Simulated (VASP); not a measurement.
Input of a VASP 6.6.1 run:

INCAR

```
SYSTEM = TaN
PREC = Accurate
ENCUT = 700
EDIFF = 1E-6
ISMEAR = -1
SIGMA = 0.08
LREAL = .FALSE.
LASPH = .TRUE.
NELM = 120
ALGO = Normal
ISIF = 2
LWAVE = .FALSE.
LCHARG = .FALSE.
GGA = PE
NBANDS = 16
GGA_COMPAT = .FALSE.
```

File KPOINTS:

```
regular mesh
0
G
  16 16 14
  0 0 0
```

The input POSCAR:

```
TaN
1.0
    2.7985617170      0.0000000000      0.0000000000
   -1.3992808585      2.4236255410      0.0000000000
    0.0000000000      0.0000000000      2.7747028207
Ta N
1 1
Direct
    0.0000000000      0.0000000000      0.0000000000
    0.3333333333      0.6666666667      0.5000000000
```

Potentials or basis: VASP PAW PBE potentials, release 64 (Ta_sv_GW, N).

The run is started by

```console
$ cat potpaw_PBE.64/Ta_sv_GW/POTCAR potpaw_PBE.64/N/POTCAR > POTCAR
$ mpirun -np 1 vasp_std > vasp.out
```

Task: What does it give for the pressure?

Result: 69.4 GPa.

Task: What does it give for the band gap on the k mesh?

Result: Zero (bands 9 and 10 overlap by 0.30 eV).

Stress tensor (GPa, compression positive):
```
69.32  0.00  0.00
 0.00 69.32  0.00
 0.00  0.00 69.62
```

Caveat: the cell stands under pressure; spin-orbit coupling is left out, which moves the levels of the heavy elements.
